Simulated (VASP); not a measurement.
# CuO2 (Fm-3m) in VASP: single point with PBE+U

Aim: the single point of CuO2 with PBE+U.

Everything below comes from runs of VASP 6.6.1. Logs are shortened: lines on timing, memory, paths and dates and some standing lists are left out, and cuts for length are marked.

## 1. The cell of the first run

The structure is cubic, space group Fm-3m (No. 225). The conventional cell has a = 5.166 Å, b = 5.166 Å, c = 5.166 Å, α = 90.00°, β = 90.00°, γ = 90.00°. Within 3.0 Å of Cu (site symmetry m-3m) lie 8 O at 2.24 Å. Within 3.0 Å of O (site symmetry -43m) lie 4 Cu at 2.24 Å and 6 O at 2.58 Å.

## 2. Single point, PBE+U

The input, INCAR:

```
PREC = Accurate ; ENCUT = 520
EDIFF = 1E-6 ; ISMEAR = 0
SIGMA = 0.1 ; LREAL = False
LASPH = True ; NELM = 150
ALGO = Normal ; ISIF = 2
LWAVE = False ; LCHARG = False
LMAXMIX = 4 ; LDAU = True
LDAUTYPE = 2 ; LDAUL = 2 -1
LDAUU = 4 0 ; LDAUJ = 0 0
LDAUPRINT = 1 ; GGA = PE
NBANDS = 18
```

The input, KPOINTS:

```
regular mesh
0
Gamma
  14 14 14
```

The input, POSCAR:

```
CuO2
1.0
    0.0000000000      2.5827836775      2.5827836775
    2.5827836775      0.0000000000      2.5827836775
    2.5827836775      2.5827836775      0.0000000000
Cu O
1 2
Direct
    0.0000000000      0.0000000000      0.0000000000
    0.2500000000      0.2500000000      0.2500000000
    0.7500000000      0.7500000000      0.7500000000
```

Potentials or basis: VASP PAW PBE potentials, release 64 (Cu, O).

Run with:

```sh
> cat potpaw_PBE.64/Cu/POTCAR potpaw_PBE.64/O/POTCAR > POTCAR
> mpirun -np 1 vasp_std > vasp.out
```

OUTCAR:

```text
PREC = Accurate
   ENCUT = 520
   EDIFF = 1E-6
   ISMEAR = 0
   LREAL = False
   LASPH = True
   NELM = 150
   ISIF = 2
   GGA = PE

 ion  position               nearest neighbor table
   1  0.000  0.000  0.000-   3 2.24   3 2.24   3 2.24   2 2.24   3 2.24   2 2.24   2 2.24   2 2.24

   2  0.250  0.250  0.250-   1 2.24   1 2.24   1 2.24   1 2.24
   3  0.750  0.750  0.750-   1 2.24   1 2.24   1 2.24   1 2.24

  LATTYP: Found a face centered cubic cell.
 ALAT       =     5.1655673550

  Lattice vectors:

 A1 = (   0.0000000000,   2.5827836775,   2.5827836775)
 A2 = (   2.5827836775,   0.0000000000,   2.5827836775)
 A3 = (   2.5827836775,   2.5827836775,   0.0000000000)

Analysis of symmetry for initial positions (statically):
=====================================================================
 Subroutine PRICEL returns:
 Original cell was already a primitive cell.

 Routine SETGRP: Setting up the symmetry group for a
 face centered cubic supercell.

 Subroutine GETGRP returns: Found 48 space group operations
 (whereof 48 operations were pure point group operations)
 out of a pool of 48 trial point group operations.

The static configuration has the point symmetry O_h .

Analysis of symmetry for dynamics (positions and initial velocities):
=====================================================================
 Subroutine PRICEL returns:
 Original cell was already a primitive cell.

 Routine SETGRP: Setting up the symmetry group for a
 face centered cubic supercell.

 Subroutine GETGRP returns: Found 48 space group operations
 (whereof 48 operations were pure point group operations)
 out of a pool of 48 trial point group operations.

The dynamic configuration has the point symmetry O_h .

 Subroutine INISYM returns: Found 48 space group operations
 (whereof 48 operations are pure point group operations),
 and found     1 'primitive' translations

----------------------------------------------------------------------------------------

                                     Primitive cell

  volume of cell :      34.4583

[... 134 lines left out ...]
 onsite density matrix

spin component  1

  0.8783 -0.0000 -0.0000  0.0000  0.0000
 -0.0000  0.8783 -0.0000  0.0000  0.0000
 -0.0000 -0.0000  0.9663  0.0000 -0.0000
  0.0000  0.0000  0.0000  0.8783 -0.0000
  0.0000  0.0000 -0.0000 -0.0000  0.9663

spin component  2

  0.8783 -0.0000 -0.0000  0.0000  0.0000
 -0.0000  0.8783 -0.0000  0.0000  0.0000
 -0.0000 -0.0000  0.9663  0.0000 -0.0000
  0.0000  0.0000  0.0000  0.8783 -0.0000
  0.0000  0.0000 -0.0000 -0.0000  0.9663

 occupancies and eigenvectors

  o =  0.8783  v =  1.0000  0.0000  0.0000  0.0000  0.0000  0.0000  0.0000  0.0000  0.0000  0.0000      0.0000  0.0000  0.0000  0.0000  0.0000  0.0000  0.0000  0.0000  0.0000  0.0000
  o =  0.8783  v =  0.0000  0.0000  0.0000  0.0000  0.0000  1.0000  0.0000  0.0000  0.0000  0.0000      0.0000  0.0000  0.0000  0.0000  0.0000  0.0000  0.0000  0.0000  0.0000  0.0000
  o =  0.8783  v =  0.0000 -0.0968 -0.0000  0.9953  0.0000  0.0000  0.0000  0.0000  0.0000  0.0000      0.0000  0.0000  0.0000  0.0000  0.0000  0.0000  0.0000  0.0000  0.0000  0.0000
  o =  0.8783  v =  0.0000  0.0000  0.0000  0.0000  0.0000  0.0000 -0.0968 -0.0000  0.9953  0.0000      0.0000  0.0000  0.0000  0.0000  0.0000  0.0000  0.0000  0.0000  0.0000  0.0000
  o =  0.8783  v =  0.0000 -0.9953 -0.0000 -0.0968  0.0000  0.0000  0.0000  0.0000  0.0000  0.0000      0.0000  0.0000  0.0000  0.0000  0.0000  0.0000  0.0000  0.0000  0.0000  0.0000
  o =  0.8783  v =  0.0000  0.0000  0.0000  0.0000  0.0000  0.0000 -0.9953 -0.0000 -0.0968  0.0000      0.0000  0.0000  0.0000  0.0000  0.0000  0.0000  0.0000  0.0000  0.0000  0.0000
  o =  0.9663  v =  0.0000  0.0000  0.0000  0.0000  0.0000  0.0000 -0.0000 -0.9396 -0.0000 -0.3423      0.0000  0.0000  0.0000  0.0000  0.0000  0.0000  0.0000  0.0000  0.0000  0.0000
  o =  0.9663  v =  0.0000 -0.0000 -0.9396 -0.0000 -0.3423  0.0000  0.0000  0.0000  0.0000  0.0000      0.0000  0.0000  0.0000  0.0000  0.0000  0.0000  0.0000  0.0000  0.0000  0.0000
  o =  0.9663  v =  0.0000  0.0000  0.0000  0.0000  0.0000  0.0000 -0.0000  0.3423  0.0000 -0.9396      0.0000  0.0000  0.0000  0.0000  0.0000  0.0000  0.0000  0.0000  0.0000  0.0000
  o =  0.9663  v =  0.0000 -0.0000  0.3423  0.0000 -0.9396  0.0000  0.0000  0.0000  0.0000  0.0000      0.0000  0.0000  0.0000  0.0000  0.0000  0.0000  0.0000  0.0000  0.0000  0.0000

 number of electron      22.9999985 magnetization

 Free energy of the ion-electron system (eV)
  ---------------------------------------------------
  ext. energy  EPLUGINS =         0.00000000
  ---------------------------------------------------
  free energy    TOTEN  =       -10.80416598 eV

  energy without entropy =      -10.74848889  energy(sigma->0) =      -10.77632743

 E-fermi :   1.6056     XC(G=0): -10.7101

 val. band max:        1.6044933269   @ k =  -0.3571   0.0714   0.0000
 cond. band min:       1.6058425082   @ k =   0.4286   0.2857   0.0714
 fundamental gap:      0.0013491812
 Fermi energy:         1.6056211802

 k-point     1 :       0.0000    0.0000    0.0000
  band No.  band energies     occupation
      1     -16.4743      2.00000
      2     -13.9406      2.00000
      3      -2.8487      2.00000
      4      -2.8487      2.00000
      5      -2.8487      2.00000
      6      -1.1498      2.00000
[... 481 lines left out ...]
      5      -1.8473      2.00000
      6      -1.7439      2.00000
[... 10 lines left out ...]
     17      14.9390      0.00000
     18      18.2426      0.00000

 [... further k-points ...]
[... 5 lines left out ...]
  --------------------------------------------------------------------------------------
  -------------------------------------------------------------------------------------
  Total       -4.2028028     -4.2028028     -4.2028028      0.0000000      0.0000000     -0.0000000
  in kB     -195.4139220   -195.4139220   -195.4139220      0.0000000      0.0000000     -0.0000000
  external PRESSURE =    -195.4139220 kB  Pullay stress =       0.0000000 kB

 VOLUME and BASIS-vectors are now :
 -----------------------------------------------------------------------------
  energy-cutoff  :      520.00
  volume of cell :       34.46
      direct lattice vectors                 reciprocal lattice vectors
     0.000000000  2.582783678  2.582783678    -0.193589577  0.193589577  0.193589577
     2.582783678  0.000000000  2.582783678     0.193589577 -0.193589577  0.193589577
     2.582783678  2.582783678  0.000000000     0.193589577  0.193589577 -0.193589577

 POSITION                                       TOTAL-FORCE (eV/Angst)
 -----------------------------------------------------------------------------------
      0.00000      0.00000      0.00000        -0.000000      0.000000     -0.000000
      1.29139      1.29139      1.29139         0.000000     -0.000000      0.000000
      3.87418      3.87418      3.87418         0.000000      0.000000      0.000000
 -----------------------------------------------------------------------------------
    total drift:                                0.000000      0.000000      0.000000

  FREE ENERGIE OF THE ION-ELECTRON SYSTEM (eV)
  ---------------------------------------------------
  free  energy   TOTEN  =       -10.8041659834 eV

  energy  without entropy=      -10.7484888854  energy(sigma->0) =      -10.77632743
```

OSZICAR:

```text
N       E                     dE             d eps       ncg     rms          rms(c)
DAV:   1     0.183042464843E+03    0.18304E+03   -0.11922E+04  3860   0.174E+03
DAV:   2     0.199853088488E+01   -0.18104E+03   -0.17094E+03  4032   0.356E+02
DAV:   3    -0.160789552768E+02   -0.18077E+02   -0.17420E+02  4302   0.118E+02
[... 10 lines left out ...]
DAV:  14    -0.108042976004E+02    0.12132E-02   -0.74637E-03  5604   0.162E+00    0.164E-01
DAV:  15    -0.108041517199E+02    0.14588E-03   -0.57344E-04  5552   0.485E-01    0.187E-02
DAV:  16    -0.108042145880E+02   -0.62868E-04   -0.18244E-04  5280   0.327E-01    0.818E-02
DAV:  17    -0.108041689972E+02    0.45591E-04   -0.83912E-05  4154   0.264E-01    0.202E-02
DAV:  18    -0.108041651025E+02    0.38947E-05   -0.13409E-05  4042   0.960E-02    0.505E-03
DAV:  19    -0.108041659834E+02   -0.88090E-06   -0.33360E-06  3148   0.485E-02
   1 F= -.10804166E+02 E0= -.10776327E+02  d E =-.556771E-01
```

stdout:

```text
POSCAR found type information on POSCAR CuO
 POSCAR found :  2 types and       3 ions
 scaLAPACK will be used
 LDA part: xc-table for (Slater+PW92), standard interpolation
 POSCAR, INCAR and KPOINTS ok, starting setup
 FFT: planning ... GRIDC
 FFT: planning ... GRID_SOFT
 FFT: planning ... GRID
 WAVECAR not read
 entering main loop
```

Wall time 100 s (1 thread of AMD EPYC 7R43 (Zen 3), shared host); peak memory 0.16 GiB.

What came out:

| Item | Value |
| --- | --- |
| Free energy | -10.8042 eV |
| Pressure | -19.5 GPa |
| Band gap on the k mesh | zero (an odd number of electrons rules out a gap without spin polarisation) |

Eigenvalues of the final occupation matrices:
| site | spin | trace | eigenvalues |
| --- | --- | --- | --- |
| site 1 d | 1 | 4.57 | 0.88 0.88 0.88 0.97 0.97 |
| site 1 d | 2 | 4.57 | 0.88 0.88 0.88 0.97 0.97 |

Caveat: the cell stands under tension; an odd number of electrons without spin polarisation forces a metal; a magnetic or distorted state may lie lower; U without spin polarisation on a metal has little footing.
